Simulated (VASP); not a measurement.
Wanted: the native input for a VASP 6.6.1 run.

| Quantity | Value |
| --- | --- |
| Task | relaxation of cell and atoms |
| Functional | PBE |
| Potentials or basis | VASP PAW PBE potentials, release 64 (Lu) |
| Cutoff | 600 eV |
| k mesh | 11 × 11 × 11 |
| Occupations | fermi-dirac, width 0.1 eV |
| Spin | no spin polarisation |
| Dipole correction | no |
| Further INCAR settings | ALGO = Normal; EDIFF = 1e-07; IBRION = 2; EDIFFG = -0.01; NSW = 80; ISIF = 3 |

The structure of Lu lies in POSCAR:

```
Lu
1.0
    0.0000000000      3.3700000000      3.3700000000
    3.3700000000      0.0000000000      3.3700000000
    3.3700000000      3.3700000000      0.0000000000
Lu
2
Direct
    0.0000000000      0.0000000000      0.0000000000
    0.2500000000      0.2500000000      0.2500000000
```

This isn't the form of Lu at room conditions, which is hcp.

The input as run:

INCAR

```
PREC = Accurate
ENCUT = 600
EDIFF = 1E-7
ISMEAR = -1
SIGMA = 0.1
LREAL = False
LASPH = True
NELM = 60
ALGO = Normal
ISIF = 3
LWAVE = False
LCHARG = False
GGA = PE
IBRION = 2
NSW = 80
EDIFFG = -0.01
```

KPOINTS

```
Automatic mesh
0
Gamma
  11 11 11
```

Potentials or basis: VASP PAW PBE potentials, release 64 (Lu).

Launch:

```sh
$ cat potpaw_PBE.64/Lu/POTCAR > POTCAR
$ mpirun -np 1 vasp_std > vasp.out
```

It gave:

| Quantity | Value |
| --- | --- |
| Relaxed volume | 50.83 Å³/atom |
| Relaxed cell | a = 5.239 Å, b = 5.239 Å, c = 5.239 Å, α = 60.00°, β = 60.00°, γ = 60.00° |
| Space group after relaxing (to 0.1 Å) | Fd-3m (No. 227) |
| Energy gained by relaxing | 140.7 meV/atom |
| Ionic steps | 4 |
| Pressure after relaxing | 0.0 GPa |
| Band gap on the k mesh | zero (bands 25 and 26 overlap by 1.05 eV) |

Caveat: the volume moved by over 15 % at a fixed basis, so the end points are rough; spin-orbit coupling is left out, which moves the levels of the heavy elements.

Wall time 9.4 min on 1 thread of AMD EPYC 9R14 (Zen 4), with other jobs on the host, peak memory 0.3 GiB.
